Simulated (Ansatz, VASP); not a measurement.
## CuAu in VASP and in Ansatz

```
Au Cu
1.0
     1.44306    0.83315    4.25617
    -1.44306    0.83315    4.25617
     0.00000   -1.66630    4.25617
Au Cu
1 1
Direct
  0.99828 0.01213 0.98768
  0.50074 0.50143 0.49993
```

Change from the starting cell: atoms moved at random, drawn with an rms of 0.05 Å.

Alike in both runs: task single point; functional PBEsol; k mesh 11 × 11 × 11; occupations fermi-dirac, width 0.05 eV; no spin polarisation.

|  | VASP | Ansatz |
| --- | --- | --- |
| version | VASP 6.6.1 | Ansatz 0.2.0 |
| potentials or method | VASP PAW PBE potentials, release 64 (Au, Cu), cutoff 520 eV | all-electron LAPW, scalar-relativistic |

VASP gave:

| Property | Result |
| --- | --- |
| gap on the k mesh at the Fermi level (eV) | none |
| pressure (GPa) | -7.9 |
| traceless stress, the component that is largest in VASP (GPa) | 1.16 |
| rms of the force components (eV/Å) | 0.073 |

**Question.** Which values does Ansatz return?

**Answer.** gap on the k mesh at the Fermi level (eV): none; pressure (GPa): -8.1; traceless stress, the component that is largest in VASP (GPa): 1.04; rms of the force components (eV/Å): 0.073.

VASP's potentials were made for PBE, not for PBEsol. Atom by atom the forces differ by 0.000 eV/Å (rms over components). A gap of «none» marks a metal or a gap that the smearing closes. Ansatz ran all-electron here, and VASP with PAW potentials.

Spin-orbit coupling is off throughout.
